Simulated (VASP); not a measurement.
# Lu (Pm-3m) in VASP: a series of runs

The runs below take Lu through single point, with BLYP.

Everything below comes from runs of VASP 6.6.1. Logs are shortened: lines on timing, memory, paths and dates and some standing lists are left out, and cuts for length are marked.

## Step 1: The cell of the first run

It takes space group Pm-3m (No. 221, cubic). Conventional cell: a = 3.113 Å, b = 3.113 Å, c = 3.113 Å, α = 90.00°, β = 90.00°, γ = 90.00°. Lu (site symmetry m-3m) has 6 Lu at 3.11 Å within 4.1 Å.

This isn't the form of Lu at room conditions, which is hcp.

## Step 2: Single point, BLYP (30.18 Å³/atom)

Contents of INCAR:

```
SYSTEM = Lu
AGGAC    = 1.0          
AGGAX    = 1.0          
ALDAC    = 0.0          
ALDAX    = 1.0          
ALGO     = Normal         ! electronic algorithm
EDIFF    = 1E-7           ! SCF threshold, eV
ENCUT    = 520            ! plane-wave cutoff, eV
GGA      = B5             ! functional
ISIF     = 2              ! what is computed and relaxed
ISMEAR   = -1             ! smearing method
LASPH    = .True.         ! aspherical terms in the spheres
LCHARG   = .False.        ! write CHGCAR
LREAL    = .False.        ! projectors in reciprocal space
LWAVE    = .False.        ! write WAVECAR
NBANDS   = 18             ! bands
NELM     = 60             ! most SCF steps
PREC     = Accurate       ! precision mode
SIGMA    = 0.1            ! smearing width, eV
```

Contents of KPOINTS:

```
k-points
0
Gamma
  11 11 11
  0 0 0
```

Contents of POSCAR:

```
Lu
1.0
    3.1132657292      0.0000000000      0.0000000000
    0.0000000000      3.1132657292      0.0000000000
    0.0000000000      0.0000000000      3.1132657292
Lu
1
Direct
    0.0000000000      0.0000000000      0.0000000000
```

Potentials or basis: VASP PAW PBE potentials, release 64 (Lu).

Command:

```
> cat potpaw_PBE.64/Lu/POTCAR > POTCAR
> mpirun -np 1 vasp_std > vasp.out
```

OUTCAR:

```text
SYSTEM = Lu
   EDIFF = 1E-7
   ENCUT = 520
   GGA = B5
   ISIF = 2
   ISMEAR = -1
   LASPH = .True.
   LREAL = .False.
   NELM = 60
   PREC = Accurate

 ion  position               nearest neighbor table
   1  0.000  0.000  0.000-

  LATTYP: Found a simple cubic cell.
 ALAT       =     3.1132657292

  Lattice vectors:

 A1 = (   3.1132657292,   0.0000000000,   0.0000000000)
 A2 = (   0.0000000000,   3.1132657292,   0.0000000000)
 A3 = (   0.0000000000,   0.0000000000,   3.1132657292)

Analysis of symmetry for initial positions (statically):
=====================================================================
 Subroutine PRICEL returns:
 Original cell was already a primitive cell.

 Routine SETGRP: Setting up the symmetry group for a
 simple cubic supercell.

 Subroutine GETGRP returns: Found 48 space group operations
 (whereof 48 operations were pure point group operations)
 out of a pool of 48 trial point group operations.

The static configuration has the point symmetry O_h .

Analysis of symmetry for dynamics (positions and initial velocities):
=====================================================================
 Subroutine PRICEL returns:
 Original cell was already a primitive cell.

 Routine SETGRP: Setting up the symmetry group for a
 simple cubic supercell.

 Subroutine GETGRP returns: Found 48 space group operations
 (whereof 48 operations were pure point group operations)
 out of a pool of 48 trial point group operations.

The dynamic configuration has the point symmetry O_h .

 Subroutine INISYM returns: Found 48 space group operations
 (whereof 48 operations are pure point group operations),
 and found     1 'primitive' translations

----------------------------------------------------------------------------------------

                                     Primitive cell

  volume of cell :      30.1751

  direct lattice vectors                    reciprocal lattice vectors
     3.113265729  0.000000000  0.000000000     0.321206118  0.000000000  0.000000000
     0.000000000  3.113265729  0.000000000     0.000000000  0.321206118  0.000000000
     0.000000000  0.000000000  3.113265729     0.000000000  0.000000000  0.321206118

  length of vectors
     3.113265729  3.113265729  3.113265729     0.321206118  0.321206118  0.321206118

  position of ions in fractional coordinates (direct lattice)
     0.000000000  0.000000000  0.000000000

  ion indices of the primitive-cell ions
   primitive index   ion index
                 1           1

----------------------------------------------------------------------------------------

 KPOINTS: k-points

Automatic generation of k-mesh.
 Grid dimensions read from file:
 generate k-points for:   11   11   11

 Generating k-lattice:

  Cartesian coordinates                     Fractional coordinates (reciprocal lattice)
     0.029200556  0.000000000  0.000000000     0.090909091  0.000000000  0.000000000
     0.000000000  0.029200556  0.000000000     0.000000000  0.090909091  0.000000000
     0.000000000  0.000000000  0.029200556     0.000000000  0.000000000  0.090909091

  Length of vectors
     0.029200556  0.029200556  0.029200556

  Shift w.r.t. Gamma in fractional coordinates (k-lattice)
     0.000000000  0.000000000  0.000000000

 Subroutine IBZKPT returns following result:
 ===========================================

 Found     56 irreducible k-points:

 Following reciprocal coordinates:
            Coordinates               Weight
  0.000000  0.000000  0.000000      1.000000
  0.090909  0.000000  0.000000      6.000000
  0.181818  0.000000  0.000000      6.000000
  0.272727  0.000000  0.000000      6.000000
  0.363636  0.000000  0.000000      6.000000
  0.454545  0.000000  0.000000      6.000000
[... 16 lines left out ...]
  0.181818  0.090909  0.090909     24.000000
  0.272727  0.090909  0.090909     24.000000
 [... further k-points ...]
   k-points           NKPTS =     56   k-points in BZ     NKDIM =     56   number of bands    NBANDS=     18
   number of dos      NEDOS =    301   number of ions     NIONS =      1
   total plane-waves  NPLWV =  13824
   dimension x,y,z NGX =    24 NGY =   24 NGZ =   24
   dimension x,y,z NGXF=    48 NGYF=   48 NGZF=   48
   ions per type =               1
   NGX,Y,Z   is equivalent  to a cutoff of  12.82, 12.82, 12.82 a.u.
   NGXF,Y,Z  is equivalent  to a cutoff of  25.63, 25.63, 25.63 a.u.
 SYSTEM =  Lu
   PREC   = accura    normal or accurate (medium, high low for compatibility)
   ISTART =      0    job   : 0-new  1-cont  2-samecut
   ICHARG =      2    charge: 1-file 2-atom 10-const
   ISPIN  =      1    spin polarized calculation?
   LNONCOLLINEAR =      F non collinear calculations
   LSORBIT =      F    spin-orbit coupling
   LASPH  =      T    aspherical Exc in radial PAW
   ENCUT  =  520.0 eV  38.22 Ry    6.18 a.u.   5.79  5.79  5.79*2*pi/ulx,y,z
   NELM   =     60;   NELMIN=  2; NELMDL= -5     # of ELM steps
   EDIFF  = 0.1E-06   stopping-criterion for ELM
   LREAL  =      F    real-space projection
   EDIFFG = 0.1E-05   stopping-criterion for IOM
   NSW    =      0    number of steps for IOM
   IBRION =     -1    ionic relax: 0-MD 1-quasi-New 2-CG
   NFREE  =      0    steps in history (QN), initial steepest desc. (CG)
   ISIF   =      2    stress and relaxation
   ISYM   =      2    0-nonsym 1-usesym 2-fastsym
   POTIM  = 0.5000    time-step for ionic-motion
   TEBEG  =    0.0;   TEEND  =   0.0 temperature during run
   PSTRESS=    0.0 pullay stress
   NELECT =      25.0000    total number of electrons
   NUPDOWN=      -1.0000    fix difference up-down
   EMIN   =  10.00;   EMAX   =-10.00  energy-range for DOS
   EFERMI =   0.00;   METHOD = LEGACY
   ISMEAR =    -1;   SIGMA  =   0.10  broadening in eV -4-tet -1-fermi 0-gaus
   EFERMI_NEDOS =   21; number of points for ismear=-14 and -15
   IALGO  =     38    algorithm
   IMIX   =      4    mixing-type and parameters
     AMIX     =   0.40;   BMIX     =  1.00
     AMIX_MAG =   1.60;   BMIX_MAG =  1.00
  volume/ion in A,a.u.               =      30.18       203.63
  Fermi-wavevector in a.u.,A,eV,Ry     =   1.537583  2.905611 32.166381  2.364162
  Thomas-Fermi vector in A             =   2.644072
   LORBIT       =      0    0 simple, 1 ext, 2 COOP (PROOUT), +10 PAW based schemes
   GGA     = B5    functional components
   LHFCALC =     F    Hartree Fock is set to
   AEXX    =    0.0000 exact exchange contribution
   IVDW    =     0    specifies the selected vdW correction
   LEPSILON=     F    determine dielectric tensor
   LRPA    =     F    only Hartree local field effects (RPA)
 non-spin polarized calculation
  energy-cutoff  :      520.00
  volume of cell :       30.18
 maximum number of plane-waves:       831
 NGX is ok and might be reduce to    24
   NGX = 11   NGY = 11   NGZ = 11

 number of electron      24.9999998 magnetization

 Free energy of the ion-electron system (eV)
  ---------------------------------------------------
  ext. energy  EPLUGINS =         0.00000000
  ---------------------------------------------------
  free energy    TOTEN  =        -2.74013748 eV

  energy without entropy =       -2.67694888  energy(sigma->0) =       -2.70854318

 E-fermi :   2.5031     XC(G=0):  -9.9419

 val. band max:        2.4970021236   @ k =   0.1818   0.0000   0.0000
 cond. band min:       2.5061544977   @ k =   0.2727   0.0909   0.0000
 fundamental gap:      0.0091523741
 Fermi energy:         2.5031475186

 k-point     1 :       0.0000    0.0000    0.0000
  band No.  band energies     occupation
      1     -53.7652      2.00000
      2     -24.3267      2.00000
      3     -24.3267      2.00000
      4     -24.3267      2.00000
      5      -3.1806      2.00000
      6      -2.7792      2.00000
[... 10 lines left out ...]
     17       8.8572      0.00000
     18      13.8795      0.00000

 k-point     2 :       0.0909    0.0000    0.0000
  band No.  band energies     occupation
      1     -53.7620      2.00000
      2     -24.3859      2.00000
      3     -24.3218      2.00000
      4     -24.3218      2.00000
      5      -2.9967      2.00000
      6      -2.7829      2.00000
[... 10 lines left out ...]
     17       8.8824      0.00000
     18      12.9433      0.00000

 k-point     3 :       0.1818    0.0000    0.0000
  band No.  band energies     occupation
      1     -53.7535      2.00000
      2     -24.5417      2.00000
      3     -24.3085      2.00000
      4     -24.3085      2.00000
      5      -2.7926      2.00000
      6      -2.7806      2.00000
[... 10 lines left out ...]
     17       8.9509      0.00000
     18      11.4892      0.00000

 k-point     4 :       0.2727    0.0000    0.0000
  band No.  band energies     occupation
      1     -53.7424      2.00000
      2     -24.7395      2.00000
      3     -24.2909      2.00000
      4     -24.2909      2.00000
      5      -2.8091      2.00000
      6      -2.8048      2.00000
[... 10 lines left out ...]
     17       9.0426      0.00000
     18      10.5419      0.00000

 k-point     5 :       0.3636    0.0000    0.0000
  band No.  band energies     occupation
      1     -53.7322      2.00000
      2     -24.9155      2.00000
      3     -24.2748      2.00000
      4     -24.2748      2.00000
      5      -2.8331      2.00000
      6      -2.8157      2.00000
[... 10 lines left out ...]
     17       9.1290      0.00000
     18      10.5319      0.00000

 k-point     6 :       0.4545    0.0000    0.0000
  band No.  band energies     occupation
      1     -53.7261      2.00000
      2     -25.0178      2.00000
      3     -24.2651      2.00000
      4     -24.2651      2.00000
      5      -2.8463      2.00000
      6      -2.8219      2.00000
[... 10 lines left out ...]
     17       9.1814      0.00000
     18      11.1479      0.00000

 k-point     7 :       0.0909    0.0909    0.0000
  band No.  band energies     occupation
      1     -53.7589      2.00000
      2     -24.3839      2.00000
      3     -24.3775      2.00000
      4     -24.3168      2.00000
      5      -2.8228      2.00000
      6      -2.7816      2.00000
[... 10 lines left out ...]
     17       8.6191      0.00000
     18      13.2466      0.00000

 k-point     8 :       0.1818    0.0909    0.0000
  band No.  band energies     occupation
      1     -53.7504      2.00000
      2     -24.5361      2.00000
      3     -24.3666      2.00000
      4     -24.3036      2.00000
      5      -2.7902      2.00000
      6      -2.7780      2.00000
[... 10 lines left out ...]
     17       8.6204      0.00000
     18      11.9514      0.00000
[... 229 lines left out ...]
     17       6.8201      0.00000
     18      11.3213      0.00000

 k-point    20 :       0.4545    0.3636    0.0000
  band No.  band energies     occupation
      1     -53.6938      2.00000
      2     -24.9404      2.00000
      3     -24.8279      2.00000
      4     -24.2156      2.00000
      5      -2.8322      2.00000
      6      -2.8199      2.00000
[... 10 lines left out ...]
     17       6.8265      0.00000
     18      11.0828      0.00000

 k-point    21 :       0.4545    0.4545    0.0000
  band No.  band energies     occupation
      1     -53.6878      2.00000
      2     -24.9268      2.00000
      3     -24.9252      2.00000
      4     -24.2064      2.00000
      5      -2.8307      2.00000
      6      -2.8304      2.00000
[... 10 lines left out ...]
     17       6.5189      0.00000
     18      10.8797      0.00000

 k-point    22 :       0.0909    0.0909    0.0909
  band No.  band energies     occupation
      1     -53.7557      2.00000
      2     -24.3819      2.00000
      3     -24.3724      2.00000
      4     -24.3724      2.00000
      5      -2.7785      2.00000
      6      -2.7785      2.00000
[... 10 lines left out ...]
     17       8.1990      0.00000
     18      13.4883      0.00000

 k-point    23 :       0.1818    0.0909    0.0909
  band No.  band energies     occupation
      1     -53.7473      2.00000
      2     -24.5305      2.00000
      3     -24.3644      2.00000
      4     -24.3587      2.00000
      5      -2.7870      2.00000
      6      -2.7760      2.00000
[... 10 lines left out ...]
     17       8.2399      0.00000
     18      12.4020      0.00000

 k-point    24 :       0.2727    0.0909    0.0909
  band No.  band energies     occupation
      1     -53.7362      2.00000
      2     -24.7268      2.00000
      3     -24.3462      2.00000
      4     -24.3406      2.00000
      5      -2.8046      2.00000
      6      -2.7987      2.00000
[... 10 lines left out ...]
     17       8.3554      0.00000
     18      11.3202      0.00000

 [... further k-points ...]

------------------------ aborting loop because EDIFF is reached ----------------------------------------

  FORCE on cell =-STRESS in cart. coord.  units (eV):
  Direction    XX          YY          ZZ          XY          YZ          ZX
  --------------------------------------------------------------------------------------
  -------------------------------------------------------------------------------------
  Total        0.8041883      0.8041883      0.8041883     -0.0000000     -0.0000000      0.0000000
  in kB       42.6992012     42.6992012     42.6992012     -0.0000000     -0.0000000      0.0000000
  external PRESSURE =      42.6992012 kB  Pullay stress =       0.0000000 kB

 VOLUME and BASIS-vectors are now :
 -----------------------------------------------------------------------------
  energy-cutoff  :      520.00
  volume of cell :       30.18
      direct lattice vectors                 reciprocal lattice vectors
     3.113265729  0.000000000  0.000000000     0.321206118  0.000000000  0.000000000
     0.000000000  3.113265729  0.000000000     0.000000000  0.321206118  0.000000000
     0.000000000  0.000000000  3.113265729     0.000000000  0.000000000  0.321206118

 POSITION                                       TOTAL-FORCE (eV/Angst)
 -----------------------------------------------------------------------------------
      0.00000      0.00000      0.00000         0.000000      0.000000      0.000000
 -----------------------------------------------------------------------------------
    total drift:                                0.000000      0.000000      0.000000

  FREE ENERGIE OF THE ION-ELECTRON SYSTEM (eV)
  ---------------------------------------------------
  free  energy   TOTEN  =        -2.7401374782 eV

  energy  without entropy=       -2.6769488814  energy(sigma->0) =       -2.70854318
```

It took 25 s on 1 thread of Intel Xeon Platinum 8259CL at 2.50GHz (Skylake/Cascade Lake), shared host; peak memory 0.16 GiB.

Results:

```
Free energy            : -2.7401 eV
Pressure               : 4.3 GPa
Band gap on the k mesh : zero (an odd number of electrons rules out a gap without spin polarisation)
```

Caveat: the cell stands under pressure; the PAW data sets were made with another functional, which shifts forces and pressure a little; spin-orbit coupling is left out, which moves the levels of the heavy elements.

## Step 3: Single point, BLYP (31.55 Å³/atom)

This run uses another cell than the first one, of 31.55 Å³/atom.

Contents of INCAR:

```
SYSTEM = Lu
PREC     = Accurate       ! precision mode
ENCUT    = 520            ! plane-wave cutoff, eV
EDIFF    = 1E-6           ! SCF threshold, eV
ISMEAR   = -1             ! smearing method
SIGMA    = 0.1            ! smearing width, eV
LREAL    = .False.        ! projectors in reciprocal space
LASPH    = .True.         ! aspherical terms in the spheres
NELM     = 100            ! most SCF steps
ALGO     = Normal         ! electronic algorithm
ISIF     = 2              ! what is computed and relaxed
LWAVE    = .False.        ! write WAVECAR
LCHARG   = .False.        ! write CHGCAR
GGA      = B5             ! functional
ALDAX    = 1.0          
AGGAX    = 1.0          
AGGAC    = 1.0          
ALDAC    = 0.0          
NBANDS   = 18             ! bands
```

Contents of KPOINTS:

```
regular mesh
0
Gamma
  11 11 11
  0 0 0
```

Contents of POSCAR:

```
Lu
1.0
    3.1597392335      0.0000000000      0.0000000000
    0.0000000000      3.1597392335      0.0000000000
    0.0000000000      0.0000000000      3.1597392335
Lu
1
Direct
    0.0000000000      0.0000000000      0.0000000000
```

Potentials or basis: VASP PAW PBE potentials, release 64 (Lu).

Command:

```
> cat potpaw_PBE.64/Lu/POTCAR > POTCAR
> mpirun -np 1 vasp_std > vasp.out
```

It took 20 s on 1 thread of Intel Xeon Platinum 8259CL at 2.50GHz (Skylake/Cascade Lake), shared host; peak memory 0.16 GiB.

Results (log left out):

- Free energy: -2.7701 eV
- Pressure: 2.6 GPa
- Band gap on the k mesh: zero (an odd number of electrons rules out a gap without spin polarisation)

Levels at points of the mesh, in eV from the Fermi level:
| k point | band 10 | band 11 | band 12 | band 13 | band 14 | band 15 |
| --- | --- | --- | --- | --- | --- | --- |
| (0.00, 0.00, 0.00) | -5.31 | -5.31 | -5.28 | -0.50 | -0.50 | 6.08 |

Caveat: the PAW data sets were made with another functional, which shifts forces and pressure a little; spin-orbit coupling is left out, which moves the levels of the heavy elements.
